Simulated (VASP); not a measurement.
# Mg5SnN2 (P1) in VASP: single point with PBE

Aim: the single point of Mg5SnN2 with PBE.

Everything below comes from runs of VASP 6.6.1. Logs are shortened: lines on timing, memory, paths and dates and some standing lists are left out, and cuts for length are marked.

## Step 1: The cell of the first run

The typed cell holds 8 atoms: a = 3.389 Å, b = 3.531 Å, c = 13.913 Å, α = 89.91°, β = 91.47°, γ = 121.37°.

## Step 2: Single point, PBE

The input, INCAR:

```
SYSTEM = Mg5SnN2
PREC = Accurate
ENCUT = 520
EDIFF = 1E-6
ISMEAR = 0
SIGMA = 0.2
LREAL = .False.
LASPH = .True.
NELM = 100
ALGO = Normal
ISIF = 2
LWAVE = .False.
LCHARG = .False.
GGA = PE
NBANDS = 27
```

The input, KPOINTS:

```
Automatic mesh
0
Gamma
  6 6 2
  0 0 0
```

The input, POSCAR:

```
Mg5SnN2
1.0
    3.3878578931     -0.0813017873     -0.0443005920
   -1.7652081171      3.0578432063      0.0026266173
   -0.1773048578     -0.0883913580     13.9112436807
Mg Sn N
5 1 2
Direct
    0.2987048865      0.6506112668      0.2078751492
    0.7123481974      0.3558933149      0.8508193029
    0.0132410934      1.0070292710      0.3597306173
    0.0203837647      0.0086858661      0.6615257175
    0.3249994056      0.6616365882      0.5167513274
   -0.0317534052     -0.0139910824      0.0388015215
    0.3272346557      0.6639306516      0.3608965425
    0.6681747353      0.3328707903      0.5869298218
```

Potentials or basis: VASP PAW PBE potentials, release 64 (Mg, Sn_d, N).

Run with:

```
cat potpaw_PBE.64/Mg/POTCAR potpaw_PBE.64/Sn_d/POTCAR potpaw_PBE.64/N/POTCAR > POTCAR
mpirun -np 1 vasp_std > vasp.out
```

OUTCAR:

```text
SYSTEM = Mg5SnN2
   PREC = Accurate
   ENCUT = 520
   EDIFF = 1E-6
   ISMEAR = 0
   LREAL = .False.
   LASPH = .True.
   NELM = 100
   ISIF = 2
   GGA = PE

 ion  position               nearest neighbor table
   1  0.299  0.651  0.208-   7 2.13   3 2.89   3 2.89   3 2.91   6 3.07   6 3.07   6 3.09
   2  0.712  0.356  0.851-   6 3.22   6 3.23   4 3.26   4 3.31   4 3.32   6 3.44
   3  0.013  0.007  0.360-   7 1.99   7 1.99   7 1.99   1 2.89   1 2.89   1 2.91   5 2.93   5 2.93
                             5 3.00
   4  0.020  0.009  0.662-   8 2.17   8 2.27   8 2.27   5 2.81   5 2.84   5 2.84   2 3.26   2 3.31
                             2 3.32
   5  0.325  0.662  0.517-   8 2.16   7 2.17   8 2.24   8 2.24   4 2.81   4 2.84   4 2.84   3 2.93
                             3 2.93   3 3.00
   6  0.968  0.986  0.039-   1 3.07   1 3.07   1 3.09   2 3.22   2 3.23   2 3.44
   7  0.327  0.664  0.361-   3 1.99   3 1.99   3 1.99   1 2.13   5 2.17
   8  0.668  0.333  0.587-   5 2.16   4 2.17   5 2.24   5 2.24   4 2.27   4 2.27

  LATTYP: Found a triclinic cell.
 ALAT       =     3.3891228403
 B/A-ratio  =     1.0417960946
 C/A-ratio  =     4.1050900176
 COS(alpha) =     0.0016129605
 COS(beta)  =     0.0256570549
 COS(gamma) =     0.5205481372

  Lattice vectors:

 A1 = (   3.3878578931,  -0.0813017873,  -0.0443005920)
 A2 = (   1.7652081171,  -3.0578432063,  -0.0026266173)
 A3 = (   0.1773048578,   0.0883913580, -13.9112436807)

Analysis of symmetry for initial positions (statically):
=====================================================================
 Subroutine PRICEL returns:
 Original cell was already a primitive cell.

 Routine SETGRP: Setting up the symmetry group for a
 triclinic supercell.

 Subroutine GETGRP returns: Found  1 space group operations
 (whereof  1 operations were pure point group operations)
 out of a pool of  2 trial point group operations.

The static configuration has the point symmetry C_1 .

Analysis of symmetry for dynamics (positions and initial velocities):
=====================================================================
 Subroutine PRICEL returns:
 Original cell was already a primitive cell.

 Routine SETGRP: Setting up the symmetry group for a
 triclinic supercell.

 Subroutine GETGRP returns: Found  1 space group operations
 (whereof  1 operations were pure point group operations)
 out of a pool of  2 trial point group operations.

The dynamic configuration has the point symmetry C_1 .

 Subroutine INISYM returns: Found  1 space group operations
 (whereof  1 operations are pure point group operations),
 and found     1 'primitive' translations

----------------------------------------------------------------------------------------

                                     Primitive cell

  volume of cell :     142.0875

  direct lattice vectors                    reciprocal lattice vectors
     3.387857893 -0.081301787 -0.044300592     0.299383391  0.172821512  0.004913871
    -1.765208117  3.057843206  0.002626617     0.007987507  0.331636955  0.002209009
    -0.177304858 -0.088391358 13.911243681     0.000951883  0.000487736  0.071899530

  length of vectors
     3.389122840  3.530774939 13.912654340     0.345719302  0.331740486  0.071907485

  position of ions in fractional coordinates (direct lattice)
     0.298704886  0.650611267  0.207875149
     0.712348197  0.355893315  0.850819303
     0.013241093  0.007029271  0.359730617
     0.020383765  0.008685866  0.661525717
     0.324999406  0.661636588  0.516751327
     0.968246595  0.986008918  0.038801521
     0.327234656  0.663930652  0.360896543
     0.668174735  0.332870790  0.586929822

  ion indices of the primitive-cell ions
   primitive index   ion index
                 1           1
                 2           2
                 3           3
                 4           4
                 5           5
                 6           6
                 7           7
                 8           8

----------------------------------------------------------------------------------------

 KPOINTS: Automatic mesh

Automatic generation of k-mesh.
 Grid dimensions read from file:
 generate k-points for:    6    6    2

 Generating k-lattice:

  Cartesian coordinates                     Fractional coordinates (reciprocal lattice)
     0.049897232  0.028803585  0.000818979     0.166666667 -0.000000000  0.000000000
     0.001331251  0.055272826  0.000368168    -0.000000000  0.166666667 -0.000000000
     0.000475942  0.000243868  0.035949765     0.000000000  0.000000000  0.500000000

  Length of vectors
     0.057619884  0.055290081  0.035953743

  Shift w.r.t. Gamma in fractional coordinates (k-lattice)
     0.000000000  0.000000000  0.000000000

 Subroutine IBZKPT returns following result:
 ===========================================

 Found     40 irreducible k-points:

 Following reciprocal coordinates:
            Coordinates               Weight
  0.000000  0.000000  0.000000      1.000000
  0.166667 -0.000000 -0.000000      2.000000
  0.333333 -0.000000  0.000000      2.000000
  0.500000 -0.000000 -0.000000      1.000000
  0.000000  0.166667 -0.000000      2.000000
  0.166667  0.166667 -0.000000      2.000000
[... 16 lines left out ...]
  0.333333 -0.000000  0.500000      2.000000
  0.500000 -0.000000  0.500000      1.000000
 [... further k-points ...]
   k-points           NKPTS =     40   k-points in BZ     NKDIM =     40   number of bands    NBANDS=     27
   number of dos      NEDOS =    301   number of ions     NIONS =      8
   total plane-waves  NPLWV =  84672
   dimension x,y,z NGX =    28 NGY =   28 NGZ =  108
   dimension x,y,z NGXF=    56 NGYF=   56 NGZF=  216
   ions per type =               5   1   2
   NGX,Y,Z   is equivalent  to a cutoff of  13.73, 13.18, 12.91 a.u.
   NGXF,Y,Z  is equivalent  to a cutoff of  27.47, 26.37, 25.81 a.u.
 SYSTEM =  Mg5SnN2
   PREC   = accura    normal or accurate (medium, high low for compatibility)
   ISTART =      0    job   : 0-new  1-cont  2-samecut
   ICHARG =      2    charge: 1-file 2-atom 10-const
   ISPIN  =      1    spin polarized calculation?
   LNONCOLLINEAR =      F non collinear calculations
   LSORBIT =      F    spin-orbit coupling
   LASPH  =      T    aspherical Exc in radial PAW
   ENCUT  =  520.0 eV  38.22 Ry    6.18 a.u.   6.30  6.56 25.87*2*pi/ulx,y,z
   NELM   =    100;   NELMIN=  2; NELMDL= -5     # of ELM steps
   EDIFF  = 0.1E-05   stopping-criterion for ELM
   LREAL  =      F    real-space projection
   EDIFFG = 0.1E-04   stopping-criterion for IOM
   NSW    =      0    number of steps for IOM
   IBRION =     -1    ionic relax: 0-MD 1-quasi-New 2-CG
   NFREE  =      0    steps in history (QN), initial steepest desc. (CG)
   ISIF   =      2    stress and relaxation
   ISYM   =      2    0-nonsym 1-usesym 2-fastsym
   POTIM  = 0.5000    time-step for ionic-motion
   TEBEG  =    0.0;   TEEND  =   0.0 temperature during run
   PSTRESS=    0.0 pullay stress
   NELECT =      34.0000    total number of electrons
   NUPDOWN=      -1.0000    fix difference up-down
   EMIN   =  10.00;   EMAX   =-10.00  energy-range for DOS
   EFERMI =   0.00;   METHOD = LEGACY
   ISMEAR =     0;   SIGMA  =   0.20  broadening in eV -4-tet -1-fermi 0-gaus
   EFERMI_NEDOS =   21; number of points for ismear=-14 and -15
   IALGO  =     38    algorithm
   IMIX   =      4    mixing-type and parameters
     AMIX     =   0.40;   BMIX     =  1.00
     AMIX_MAG =   1.60;   BMIX_MAG =  1.00
  volume/ion in A,a.u.               =      17.76       119.86
  Fermi-wavevector in a.u.,A,eV,Ry     =   1.016364  1.920649 14.054755  1.032995
  Thomas-Fermi vector in A             =   2.149703
   LORBIT       =      0    0 simple, 1 ext, 2 COOP (PROOUT), +10 PAW based schemes
   GGA     = PE    functional components
   LHFCALC =     F    Hartree Fock is set to
   AEXX    =    0.0000 exact exchange contribution
   IVDW    =     0    specifies the selected vdW correction
   LEPSILON=     F    determine dielectric tensor
   LRPA    =     F    only Hartree local field effects (RPA)
 non-spin polarized calculation
 Gauss-broadening in eV      SIGMA  =   0.20
  energy-cutoff  :      520.00
  volume of cell :      142.09
 maximum number of plane-waves:      3846
 NGX is ok and might be reduce to    28
   NGX = 13   NGY = 13   NGZ = 51

 number of electron      34.0000005 magnetization

 Free energy of the ion-electron system (eV)
  ---------------------------------------------------
  ext. energy  EPLUGINS =         0.00000000
  ---------------------------------------------------
  free energy    TOTEN  =       -30.86740241 eV

  energy without entropy =      -30.83660973  energy(sigma->0) =      -30.85200607

 E-fermi :   4.2931     XC(G=0):  -9.3360

 val. band max:        4.2627828301   @ k =   0.1667   0.1667  -0.0000
 cond. band min:       4.3492653281   @ k =  -0.1667   0.3333   0.5000
 fundamental gap:      0.0864824981
 Fermi energy:         4.2931401947

 k-point     1 :       0.0000    0.0000    0.0000
  band No.  band energies     occupation
      1     -17.2984      2.00000
      2     -17.2704      2.00000
      3     -17.2181      2.00000
      4     -17.1754      2.00000
      5     -17.1661      2.00000
      6      -9.9374      2.00000
[... 19 lines left out ...]
     26      12.9869      0.00000
     27      13.4001      0.00000

 k-point     2 :       0.1667   -0.0000   -0.0000
  band No.  band energies     occupation
      1     -17.2686      2.00000
      2     -17.2622      2.00000
      3     -17.2079      2.00000
      4     -17.1924      2.00000
      5     -17.1707      2.00000
      6      -9.7333      2.00000
[... 19 lines left out ...]
     26      11.3202      0.00000
     27      11.6435      0.00000

 k-point     3 :       0.3333   -0.0000    0.0000
  band No.  band energies     occupation
      1     -17.2867      2.00000
      2     -17.2261      2.00000
      3     -17.1914      2.00000
      4     -17.1773      2.00000
      5     -17.1666      2.00000
      6      -9.2754      2.00000
[... 19 lines left out ...]
     26      10.3185      0.00000
     27      10.4412      0.00000

 k-point     4 :       0.5000   -0.0000   -0.0000
  band No.  band energies     occupation
      1     -17.2989      2.00000
      2     -17.2426      2.00000
      3     -17.1861      2.00000
      4     -17.1501      2.00000
      5     -17.1435      2.00000
      6      -9.0137      2.00000
[... 19 lines left out ...]
     26       9.8863      0.00000
     27      10.0974      0.00000

 k-point     5 :       0.0000    0.1667   -0.0000
  band No.  band energies     occupation
      1     -17.2984      2.00000
      2     -17.2487      2.00000
      3     -17.1991      2.00000
      4     -17.1865      2.00000
      5     -17.1730      2.00000
      6      -9.7521      2.00000
[... 19 lines left out ...]
     26      11.3376      0.00000
     27      11.8753      0.00000

 k-point     6 :       0.1667    0.1667   -0.0000
  band No.  band energies     occupation
      1     -17.2826      2.00000
      2     -17.2209      2.00000
      3     -17.2130      2.00000
      4     -17.1795      2.00000
      5     -17.1700      2.00000
      6      -9.4173      2.00000
[... 444 lines left out ...]
      1     -17.2984      2.00000
      2     -17.2704      2.00000
      3     -17.2181      2.00000
      4     -17.1754      2.00000
      5     -17.1661      2.00000
      6      -9.9374      2.00000
[... 19 lines left out ...]
     26      13.1007      0.00000
     27      13.3703      0.00000

 k-point    22 :       0.1667   -0.0000    0.5000
  band No.  band energies     occupation
      1     -17.2686      2.00000
      2     -17.2622      2.00000
      3     -17.2079      2.00000
      4     -17.1924      2.00000
      5     -17.1707      2.00000
      6      -9.7333      2.00000
[... 19 lines left out ...]
     26      11.5288      0.00000
     27      11.6376      0.00000

 k-point    23 :       0.3333   -0.0000    0.5000
  band No.  band energies     occupation
      1     -17.2867      2.00000
      2     -17.2261      2.00000
      3     -17.1914      2.00000
      4     -17.1773      2.00000
      5     -17.1666      2.00000
      6      -9.2754      2.00000
[... 19 lines left out ...]
     26      10.2222      0.00000
     27      10.3873      0.00000

 k-point    24 :       0.5000   -0.0000    0.5000
  band No.  band energies     occupation
      1     -17.2989      2.00000
      2     -17.2426      2.00000
      3     -17.1860      2.00000
      4     -17.1501      2.00000
      5     -17.1435      2.00000
      6      -9.0137      2.00000
[... 19 lines left out ...]
     26       9.5046      0.00000
     27       9.9649      0.00000

 [... further k-points ...]
[... 5 lines left out ...]
  --------------------------------------------------------------------------------------
  -------------------------------------------------------------------------------------
  Total       -0.1281891     -0.0905146     -0.1826929     -0.0545758     -0.0207287     -0.0164028
  in kB       -1.4454595     -1.0206421     -2.0600436     -0.6153961     -0.2337363     -0.1849575
  external PRESSURE =      -1.5087151 kB  Pullay stress =       0.0000000 kB

 VOLUME and BASIS-vectors are now :
 -----------------------------------------------------------------------------
  energy-cutoff  :      520.00
  volume of cell :      142.09
      direct lattice vectors                 reciprocal lattice vectors
     3.387857893 -0.081301787 -0.044300592     0.299383391  0.172821512  0.004913871
    -1.765208117  3.057843206  0.002626617     0.007987507  0.331636955  0.002209009
    -0.177304858 -0.088391358 13.911243681     0.000951883  0.000487736  0.071899530

 POSITION                                       TOTAL-FORCE (eV/Angst)
 -----------------------------------------------------------------------------------
     -0.17335      1.94681      2.88028        -0.000451     -0.001249      0.007860
      1.63425      0.95515     11.80533        -0.000638     -0.000137     -0.000875
     -0.03133     -0.01138      5.00373         0.000065      0.000506     -0.000067
     -0.06357     -0.03357      9.20177        -0.000603      0.000383     -0.022925
     -0.15850      1.95108      7.17599         0.000416      0.002335      0.016857
      1.53289      2.93291      0.49947         0.002016      0.000025      0.000821
     -0.12734      1.97169      5.00777        -0.003203     -0.002696     -0.004204
      1.57203      0.91166      8.13620         0.002399      0.000832      0.002534
 -----------------------------------------------------------------------------------
    total drift:                                0.000280     -0.000068     -0.000537

  FREE ENERGIE OF THE ION-ELECTRON SYSTEM (eV)
  ---------------------------------------------------
  free  energy   TOTEN  =       -30.8674024068 eV

  energy  without entropy=      -30.8366097327  energy(sigma->0) =      -30.85200607
```

It took 2.9 min on 1 thread of Intel Xeon Platinum 8375C at 2.90GHz (Ice Lake), shared host; peak memory 0.36 GiB.

Results:

```yaml
Free_energy: -30.8674 eV
Pressure: -0.2 GPa
Largest_force: 0.023 eV/Å
Band_gap_on_the_k_mesh: zero (band 17 reaches 4.55 eV, above the bottom of band 18 at 3.94 eV)
```

Forces on the atoms (eV/Å):
```
Mg   0.000 -0.001  0.008
Mg  -0.001  0.000 -0.001
Mg   0.000  0.001  0.000
Mg  -0.001  0.000 -0.023
Mg   0.000  0.002  0.017
Sn   0.002  0.000  0.001
N   -0.003 -0.003 -0.004
N    0.002  0.001  0.003
```

Levels at points of the mesh, in eV from the Fermi level:
```
           k point  band 13  band 14  band 15  band 16  band 17  band 18  band 19  band 20  band 21  band 22
(0.00, 0.00, 0.00)    -1.76    -1.66    -1.51    -1.44    -0.06     0.61     3.37     3.98     5.35     6.09
(0.50, 0.00, 0.00)    -2.58    -2.54    -2.24    -1.77    -0.77     0.43     1.08     1.57     1.99     2.23
(0.00, 0.50, 0.00)    -2.74    -2.19    -2.09    -1.85    -0.87    -0.15     0.92     1.63     1.93     3.02
(0.50, 0.50, 0.00)    -2.74    -2.19    -2.09    -1.86    -0.86    -0.17     0.93     1.65     1.93     3.01
(0.00, 0.00, 0.50)    -1.76    -1.66    -1.51    -1.44    -1.24     1.82     2.38     4.54     5.35     6.07
(0.50, 0.00, 0.50)    -2.62    -2.58    -2.24    -1.64    -0.61     0.15     0.66     1.99     2.32     2.50
(0.00, 0.50, 0.50)    -2.80    -2.19    -1.97    -1.85    -0.67    -0.35     0.47     1.92     2.70     2.99
(0.50, 0.50, 0.50)    -2.79    -2.20    -1.97    -1.86    -0.66    -0.35     0.48     1.91     2.72     2.99
```

Caveat: the k points lie up to 0.36 Å⁻¹ apart; spin-orbit coupling is left out, which moves the levels of the heavy elements.
